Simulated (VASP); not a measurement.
# GaRh3C (Pm-3m) in VASP: a series of runs, part 2 of 2

VASP 6.6.1.

**4. Single point, PBEsol**

The input, INCAR:

```
SYSTEM = GaRh3C
PREC = Accurate
ENCUT = 520
EDIFF = 1E-6
ISMEAR = 0
SIGMA = 0.1
LREAL = .False.
LASPH = .True.
NELM = 100
ALGO = Normal
ISIF = 2
LWAVE = .False.
LCHARG = .False.
GGA = PS
NBANDS = 39
```

The input, KPOINTS:

```
regular mesh
0
Gamma
  10 10 10
  0 0 0
```

The input, POSCAR:

```
GaRh3C
1.0
    3.9932418848      0.0000000000      0.0000000000
    0.0000000000      3.9932418848      0.0000000000
    0.0000000000      0.0000000000      3.9932418848
Ga Rh C
1 3 1
Direct
    0.0000000000      0.0000000000      0.0000000000
    0.0000000000      0.5000000000      0.5000000000
    0.5000000000      0.0000000000      0.5000000000
    0.5000000000      0.5000000000      0.0000000000
    0.5000000000      0.5000000000      0.5000000000
```

Potentials or basis: VASP PAW PBE potentials, release 64 (Ga_d, Rh_pv, C).

Command:

```bash
> cat potpaw_PBE.64/Ga_d/POTCAR potpaw_PBE.64/Rh_pv/POTCAR potpaw_PBE.64/C/POTCAR > POTCAR
> mpirun -np 1 vasp_std > vasp.out
```

OUTCAR:

```text
SYSTEM = GaRh3C
   PREC = Accurate
   ENCUT = 520
   EDIFF = 1E-6
   ISMEAR = 0
   LREAL = .False.
   LASPH = .True.
   NELM = 100
   ISIF = 2
   GGA = PS

 ion  position               nearest neighbor table
   1  0.000  0.000  0.000-   2 2.82   3 2.82   4 2.82   2 2.82   3 2.82   2 2.82   4 2.82   2 2.82
                             3 2.82   4 2.82   3 2.82   4 2.82
   2  0.000  0.500  0.500-   5 2.00   5 2.00   4 2.82   1 2.82   1 2.82   4 2.82   1 2.82   3 2.82
                             1 2.82   3 2.82   4 2.82   3 2.82   4 2.82   3 2.82
   3  0.500  0.000  0.500-   5 2.00   5 2.00   4 2.82   1 2.82   1 2.82   4 2.82   2 2.82   4 2.82
                             2 2.82   4 2.82   1 2.82   2 2.82   1 2.82   2 2.82
   4  0.500  0.500  0.000-   5 2.00   5 2.00   3 2.82   1 2.82   2 2.82   3 2.82   2 2.82   1 2.82
                             3 2.82   3 2.82   1 2.82   2 2.82   2 2.82   1 2.82
   5  0.500  0.500  0.500-   2 2.00   3 2.00   4 2.00   4 2.00   3 2.00   2 2.00

  LATTYP: Found a simple cubic cell.
 ALAT       =     3.9932418848

  Lattice vectors:

 A1 = (   3.9932418848,   0.0000000000,   0.0000000000)
 A2 = (   0.0000000000,   3.9932418848,   0.0000000000)
 A3 = (   0.0000000000,   0.0000000000,   3.9932418848)

Analysis of symmetry for initial positions (statically):
=====================================================================
 Subroutine PRICEL returns:
 Original cell was already a primitive cell.

 Routine SETGRP: Setting up the symmetry group for a
 simple cubic supercell.

 Subroutine GETGRP returns: Found 48 space group operations
 (whereof 48 operations were pure point group operations)
 out of a pool of 48 trial point group operations.

The static configuration has the point symmetry O_h .

Analysis of symmetry for dynamics (positions and initial velocities):
=====================================================================
 Subroutine PRICEL returns:
 Original cell was already a primitive cell.

 Routine SETGRP: Setting up the symmetry group for a
 simple cubic supercell.

 Subroutine GETGRP returns: Found 48 space group operations
 (whereof 48 operations were pure point group operations)
 out of a pool of 48 trial point group operations.

The dynamic configuration has the point symmetry O_h .

 Subroutine INISYM returns: Found 48 space group operations
 (whereof 48 operations are pure point group operations),
 and found     1 'primitive' translations

----------------------------------------------------------------------------------------

                                     Primitive cell

  volume of cell :      63.6762

  direct lattice vectors                    reciprocal lattice vectors
     3.993241885  0.000000000  0.000000000     0.250423097  0.000000000  0.000000000
     0.000000000  3.993241885  0.000000000     0.000000000  0.250423097  0.000000000
     0.000000000  0.000000000  3.993241885     0.000000000  0.000000000  0.250423097

  length of vectors
     3.993241885  3.993241885  3.993241885     0.250423097  0.250423097  0.250423097

  position of ions in fractional coordinates (direct lattice)
     0.000000000  0.000000000  0.000000000
     0.000000000  0.500000000  0.500000000
     0.500000000  0.000000000  0.500000000
     0.500000000  0.500000000  0.000000000
     0.500000000  0.500000000  0.500000000

  ion indices of the primitive-cell ions
   primitive index   ion index
                 1           1
[... 28 lines left out ...]

 Found     56 irreducible k-points:

 Following reciprocal coordinates:
            Coordinates               Weight
  0.000000  0.000000  0.000000      1.000000
  0.100000  0.000000  0.000000      6.000000
  0.200000  0.000000  0.000000      6.000000
  0.300000  0.000000  0.000000      6.000000
  0.400000  0.000000  0.000000      6.000000
  0.500000  0.000000  0.000000      3.000000
[... 16 lines left out ...]
  0.200000  0.100000  0.100000     24.000000
  0.300000  0.100000  0.100000     24.000000
 [... further k-points ...]
   k-points           NKPTS =     56   k-points in BZ     NKDIM =     56   number of bands    NBANDS=     39
   number of dos      NEDOS =    301   number of ions     NIONS =      5
   total plane-waves  NPLWV =  27000
   dimension x,y,z NGX =    30 NGY =   30 NGZ =   30
   dimension x,y,z NGXF=    60 NGYF=   60 NGZF=   60
   ions per type =               1   3   1
   NGX,Y,Z   is equivalent  to a cutoff of  12.49, 12.49, 12.49 a.u.
   NGXF,Y,Z  is equivalent  to a cutoff of  24.98, 24.98, 24.98 a.u.
 SYSTEM =  GaRh3C
   PREC   = accura    normal or accurate (medium, high low for compatibility)
   ISTART =      0    job   : 0-new  1-cont  2-samecut
   ICHARG =      2    charge: 1-file 2-atom 10-const
   ISPIN  =      1    spin polarized calculation?
   LNONCOLLINEAR =      F non collinear calculations
   LSORBIT =      F    spin-orbit coupling
   LASPH  =      T    aspherical Exc in radial PAW
   ENCUT  =  520.0 eV  38.22 Ry    6.18 a.u.   7.42  7.42  7.42*2*pi/ulx,y,z
   NELM   =    100;   NELMIN=  2; NELMDL= -5     # of ELM steps
   EDIFF  = 0.1E-05   stopping-criterion for ELM
   LREAL  =      F    real-space projection
   EDIFFG = 0.1E-04   stopping-criterion for IOM
   NSW    =      0    number of steps for IOM
   IBRION =     -1    ionic relax: 0-MD 1-quasi-New 2-CG
   NFREE  =      0    steps in history (QN), initial steepest desc. (CG)
   ISIF   =      2    stress and relaxation
   ISYM   =      2    0-nonsym 1-usesym 2-fastsym
   POTIM  = 0.5000    time-step for ionic-motion
   TEBEG  =    0.0;   TEEND  =   0.0 temperature during run
   PSTRESS=    0.0 pullay stress
   NELECT =      62.0000    total number of electrons
   NUPDOWN=      -1.0000    fix difference up-down
   EMIN   =  10.00;   EMAX   =-10.00  energy-range for DOS
   EFERMI =   0.00;   METHOD = LEGACY
   ISMEAR =     0;   SIGMA  =   0.10  broadening in eV -4-tet -1-fermi 0-gaus
   EFERMI_NEDOS =   21; number of points for ismear=-14 and -15
   IALGO  =     38    algorithm
   IMIX   =      4    mixing-type and parameters
     AMIX     =   0.40;   BMIX     =  1.00
     AMIX_MAG =   1.60;   BMIX_MAG =  1.00
  volume/ion in A,a.u.               =      12.74        85.94
  Fermi-wavevector in a.u.,A,eV,Ry     =   1.622606  3.066281 35.822107  2.632851
  Thomas-Fermi vector in A             =   2.716192
   LORBIT       =      0    0 simple, 1 ext, 2 COOP (PROOUT), +10 PAW based schemes
   GGA     = PS    functional components
   LHFCALC =     F    Hartree Fock is set to
   AEXX    =    0.0000 exact exchange contribution
   IVDW    =     0    specifies the selected vdW correction
   LEPSILON=     F    determine dielectric tensor
   LRPA    =     F    only Hartree local field effects (RPA)
 non-spin polarized calculation
 Gauss-broadening in eV      SIGMA  =   0.10
  energy-cutoff  :      520.00
  volume of cell :       63.68
 maximum number of plane-waves:      1743
 NGX is ok and might be reduce to    30
   NGX = 15   NGY = 15   NGZ = 15

 number of electron      61.9999964 magnetization

 Free energy of the ion-electron system (eV)
  ---------------------------------------------------
  ext. energy  EPLUGINS =         0.00000000
  ---------------------------------------------------
  free energy    TOTEN  =       -38.13927558 eV

  energy without entropy =      -38.13344584  energy(sigma->0) =      -38.13636071

 E-fermi :  10.5346     XC(G=0): -13.4636

 val. band max:       10.5256907416   @ k =   0.5000   0.4000   0.4000
 cond. band min:      10.5348679039   @ k =   0.1000   0.1000   0.1000
 fundamental gap:      0.0091771623
 Fermi energy:        10.5345636051

 k-point     1 :       0.0000    0.0000    0.0000
  band No.  band energies     occupation
      1     -36.7539      2.00000
      2     -36.7539      2.00000
      3     -36.7539      2.00000
      4     -35.9825      2.00000
      5     -35.9825      2.00000
      6     -35.9825      2.00000
[... 997 lines left out ...]
     38      18.5242      0.00000
     39      18.6812      0.00000

 [... further k-points ...]
[... 5 lines left out ...]
  --------------------------------------------------------------------------------------
  -------------------------------------------------------------------------------------
  Total        0.0787422      0.0787422      0.0787422      0.0000000     -0.0000000     -0.0000000
  in kB        1.9812591      1.9812591      1.9812591      0.0000000     -0.0000000     -0.0000000
  external PRESSURE =       1.9812591 kB  Pullay stress =       0.0000000 kB

 VOLUME and BASIS-vectors are now :
 -----------------------------------------------------------------------------
  energy-cutoff  :      520.00
  volume of cell :       63.68
      direct lattice vectors                 reciprocal lattice vectors
     3.993241885  0.000000000  0.000000000     0.250423097  0.000000000  0.000000000
     0.000000000  3.993241885  0.000000000     0.000000000  0.250423097  0.000000000
     0.000000000  0.000000000  3.993241885     0.000000000  0.000000000  0.250423097

 POSITION                                       TOTAL-FORCE (eV/Angst)
 -----------------------------------------------------------------------------------
      0.00000      0.00000      0.00000         0.000000      0.000000      0.000000
      0.00000      1.99662      1.99662         0.000000      0.000000      0.000000
      1.99662      0.00000      1.99662         0.000000      0.000000      0.000000
      1.99662      1.99662      0.00000         0.000000      0.000000      0.000000
      1.99662      1.99662      1.99662         0.000000      0.000000      0.000000
 -----------------------------------------------------------------------------------
    total drift:                                0.000000      0.000000     -0.000000

  FREE ENERGIE OF THE ION-ELECTRON SYSTEM (eV)
  ---------------------------------------------------
  free  energy   TOTEN  =       -38.1392755772 eV

  energy  without entropy=      -38.1334458425  energy(sigma->0) =      -38.13636071
```

OSZICAR:

```text
N       E                     dE             d eps       ncg     rms          rms(c)
DAV:   1     0.732787898424E+03    0.73279E+03   -0.35489E+04  5145   0.239E+03
DAV:   2     0.220567026673E+02   -0.71073E+03   -0.68458E+03  4446   0.636E+02
DAV:   3    -0.388660934359E+02   -0.60923E+02   -0.57780E+02  4930   0.163E+02
DAV:   4    -0.409954251562E+02   -0.21293E+01   -0.21156E+01  5056   0.312E+01
DAV:   5    -0.410528553816E+02   -0.57430E-01   -0.57399E-01  5215   0.485E+00    0.301E+01
DAV:   6    -0.385018320736E+02    0.25510E+01   -0.12248E+01  5295   0.257E+01    0.869E+00
DAV:   7    -0.381905448959E+02    0.31129E+00   -0.18240E+00  4778   0.103E+01    0.813E+00
DAV:   8    -0.381514373421E+02    0.39108E-01   -0.26254E-01  5201   0.265E+00    0.104E+00
DAV:   9    -0.381396561009E+02    0.11781E-01   -0.19862E-02  5037   0.866E-01    0.269E-01
DAV:  10    -0.381393663833E+02    0.28972E-03   -0.90790E-03  5254   0.487E-01    0.154E-01
DAV:  11    -0.381392803643E+02    0.86019E-04   -0.43600E-04  5119   0.128E-01    0.384E-02
DAV:  12    -0.381392751152E+02    0.52491E-05   -0.56010E-05  5412   0.623E-02    0.122E-02
DAV:  13    -0.381392755772E+02   -0.46203E-06   -0.20503E-06  4162   0.951E-03
   1 F= -.38139276E+02 E0= -.38136361E+02  d E =-.582973E-02
```

Wall time 3.3 min (1 thread of AMD EPYC 9R45, shared host); peak memory 0.22 GiB.

What came out:

```yaml
Free_energy: -38.1393 eV
Pressure: 0.2 GPa
Band_gap_on_the_k_mesh: zero (band 31 reaches 10.53 eV, above the bottom of band 32 at 10.35 eV)
```

Caveat: the PAW data sets were made with another functional, which shifts forces and pressure a little.

**5. Overview**

| cell | k mesh | smearing | gap on the mesh (eV) | pressure (GPa) |
| --- | --- | --- | --- | --- |
| a = 3.995 Å, 5 atoms | 6 × 6 × 6 | gaussian 0.1 eV | none | -0.1 |
| a = 3.995 Å, 5 atoms | 10 × 10 × 10 | fermi-dirac 0.15 eV | none | 0.1 |
| a = 3.993 Å, 5 atoms | 10 × 10 × 10 | gaussian 0.1 eV | none | 0.2 |

Alike in all rows: task single point; level PBEsol; potentials or basis VASP PAW PBE potentials, release 64 (Ga_d, Rh_pv, C); no spin polarisation; cutoff (eV) 520.

Every run on the cell as given and a fine mesh finds a metal.

Caveats: the PAW data sets were made with another functional, which shifts forces and pressure a little.

Absolute energies hang on the potentials; compare differences alone.
